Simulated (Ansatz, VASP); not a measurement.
## Ag: VASP beside Ansatz

```xyz
1
Lattice="2.7625 0.0000 0.0000 0.0000 2.7625 0.0000 0.0000 0.0000 2.7625" Properties=species:S:1:pos:R:3 pbc="T T T"
Ag    0.0000    0.0000    0.0000
```

Alike in both runs: task single point; functional RPBE; k mesh 13 × 13 × 13; occupations fermi-dirac, width 0.1 eV; no spin polarisation.

|  | VASP | Ansatz |
| --- | --- | --- |
| version | VASP 6.6.1 | Ansatz 0.2.0 |
| potentials or method | VASP PAW PBE potentials, release 64 (Ag), cutoff 520 eV | plane waves (420 eV) with PAW, scalar-relativistic |
| valence electrons in the cell | 11 | 19 |

|  | VASP | Ansatz | Ansatz less VASP |
| --- | --- | --- | --- |
| pressure (GPa) | 2.3 | 2.3 | +0.07 |

VASP's potentials were made for PBE, not for RPBE. With one functional, cell and mesh, what is left measures potentials, basis and numerics. VASP's potentials hold 11 valence electrons a cell and Ansatz's 19, so a difference there can come from the potentials and not from the codes.
